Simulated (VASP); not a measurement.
Set up this calculation in VASP 6.6.1, as the native input.

```
Task                   : single point
Functional             : PBE
Potentials or basis    : VASP PAW PBE potentials, release 64 (Ti_sv, O)
Cutoff                 : 520 eV
k mesh                 : 6 × 5 × 6
Occupations            : fermi-dirac, width 0.05 eV
Spin                   : no spin polarisation
Dipole correction      : no
Further INCAR settings : ALGO = Normal; EDIFF = 1e-06; NBANDS = 60
```

The structure of TiO2 lies in POSCAR:

```
TiO2
1.0
    4.5781547567      0.0000000000      0.0000000000
    0.0000000000      5.5711892051      0.0000000000
    0.0000000000      0.0000000000      4.9230843571
Ti O
4 8
Direct
    0.0000000000      0.1771909806      0.7500000000
    0.5000000000      0.3228090194      0.2500000000
    0.0000000000      0.8228090194      0.2500000000
    0.5000000000      0.6771909806      0.7500000000
    0.2712281504      0.3804940042      0.9189875292
    0.7712281504      0.1195059958      0.0810124708
    0.2287718496      0.1195059958      0.4189875292
    0.7287718496      0.3804940042      0.5810124708
    0.2712281504      0.6195059958      0.4189875292
    0.7712281504      0.8804940042      0.5810124708
    0.2287718496      0.8804940042      0.9189875292
    0.7287718496      0.6195059958      0.0810124708
```

The input as run:

INCAR

```
ALGO = Normal
EDIFF = 1E-6
ENCUT = 520
GGA = PE
ISIF = 2
ISMEAR = -1
LASPH = T
LCHARG = T
LELF = T
LREAL = F
LVHAR = T
LWAVE = F
NBANDS = 60
NELM = 80
PREC = Accurate
SIGMA = 0.05
```

KPOINTS

```
k-points
0
Gamma
  6 5 6
```

Potentials or basis: VASP PAW PBE potentials, release 64 (Ti_sv, O).

The run is started by

```sh
$ cat potpaw_PBE.64/Ti_sv/POTCAR potpaw_PBE.64/O/POTCAR > POTCAR
$ mpirun -np 1 vasp_std > vasp.out
```

Results of the run:

| Quantity | Value |
| --- | --- |
| Pressure | 0.8 GPa |
| Largest force | 0.035 eV/Å |
| Band gap on the k mesh | 2.60 eV, indirect (least direct gap 2.64 eV) |

Wall time 4.8 min on 1 thread of Intel(R) Xeon(R) Platinum 8488C (Sapphire Rapids), with other jobs on the host, peak memory 0.39 GiB.
